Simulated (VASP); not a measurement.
Crystal: As.

```
As
1.0
     1.84240    1.06371    3.44233
    -1.84240    1.06371    3.44233
     0.00000   -2.12742    3.44233
As
2
Direct
  0.22600 0.22600 0.22600
  0.77400 0.77400 0.77400
```

This cell differs from its parent crystal: volume scaled by 0.94.

Base run:

```yaml
Program: VASP 6.6.1
Functional: PBE
Potentials_or_basis: VASP PAW PBE potentials, release 64 (As)
Cutoff: 520 eV
k_mesh: 9 × 9 × 9
Occupations: fermi-dirac, width 0.05 eV
Spin: no spin polarisation
```

Its results: band gap on the k mesh zero (band 5 reaches 6.30 eV, above the bottom of band 6 at 6.14 eV); pressure 10.0 GPa; largest force 0.965 eV/Å.

Q: The run is repeated on the same cell with these changes: functional from PBE to PBEsol; occupations from fermi-dirac, width 0.05 eV to fermi-dirac, width 0.1 eV. What comes out?

A: Band gap on the k mesh zero (band 5 reaches 6.15 eV, above the bottom of band 6 at 5.98 eV); pressure 6.3 GPa; largest force 0.921 eV/Å.

Caveats: the PAW data sets were made with another functional, which shifts forces and pressure a little (some runs).
